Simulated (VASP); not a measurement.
Sn2C:

```xyz
6
Lattice="3.4907 0.0000 0.0000 -1.7454 3.0231 0.0000 0.0000 0.0000 12.4659" Properties=species:S:1:pos:R:3 pbc="T T T"
C     0.0000    0.0000   -0.5961
C     1.7454    1.0077    8.9203
Sn    0.0000    2.0154    5.1729
Sn    1.7454    1.0077   11.0932
Sn    0.0000    2.0154    8.1056
Sn    0.0000    0.0000    1.5852
```

Base run:

* Program: VASP 6.6.1
* Functional: r2SCAN
* Potentials or basis: VASP PAW PBE potentials, release 64 (C, Sn_d)
* Cutoff: 520 eV
* k mesh: 12 × 12 × 2
* Occupations: fermi-dirac, width 0.02 eV
* Spin: no spin polarisation

Its results: band gap on the k mesh zero (bands 32 and 33 overlap by 3.69 eV); pressure 0.1 GPa; largest force 0.027 eV/Å.

Problem. The run is repeated on the same cell with these changes: functional from r2SCAN to PBE. What comes out?

Solution. Band gap on the k mesh zero (bands 32 and 33 overlap by 3.40 eV); pressure 1.8 GPa; largest force 0.263 eV/Å.

Caveats: spin-orbit coupling is left out, which moves the levels of the heavy elements; the PAW data sets were made with another functional, which shifts forces and pressure a little (at least some runs).
